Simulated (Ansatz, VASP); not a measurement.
**One calculation of Cs2AgBiBr6, two programs**

```xyz
10
Lattice="0.0000 5.6161 5.6161 5.6161 0.0000 5.6161 5.6161 5.6161 0.0000" Properties=species:S:1:pos:R:3 pbc="T T T"
Bi    0.0000    0.0000    0.0000
Cs    8.4242    8.4242    8.4242
Cs    2.8081    2.8081    2.8081
Ag    5.6161    5.6161    5.6161
Br    5.6161    5.6161    8.4180
Br    5.6161    5.6161    2.8142
Br    2.8142    5.6161    5.6161
Br    5.6161    8.4180    5.6161
Br    8.4180    5.6161    5.6161
Br    5.6161    2.8142    5.6161
```

Alike in both runs: functional LDA; k mesh 4 × 4 × 4; occupations fermi-dirac, width 0.05 eV; no spin polarisation; Hubbard terms Ag d U = 2.0 eV.

|  | VASP | Ansatz |
| --- | --- | --- |
| version | VASP 6.6.1 | Ansatz 0.2.0 |
| potentials or method | VASP PAW LDA potentials, release 64 (Bi_d, Cs_sv, Ag, Br) | Ansatz PAW |
| plane-wave cutoff (eV) | 520 | 420 |
| valence electrons in the cell | 86 | 94 |
| task | single point | band structure |

```tsv
	VASP	Ansatz	Ansatz less VASP
gap on the k mesh at the Fermi level (eV)	1.28	1.27	-0.011
least direct gap on the mesh (eV)	2.47	2.46	-0.014
pressure (GPa)	-1.4	-1.4	+0.03
rms of the force components (eV/Å)	0.144	0.122	-0.0223
```

LDA's correlation is that of Perdew and Zunger in VASP and of Perdew and Wang (1992) in Ansatz. The programs project onto different local orbitals, so the same U acts differently, and such runs can settle in different states. Atom by atom the forces differ by 0.022 eV/Å (rms over components). VASP's potentials hold 86 valence electrons a cell and Ansatz's 94, so a difference there can come from the potentials and not from the codes.

Neither program's run includes spin-orbit coupling.
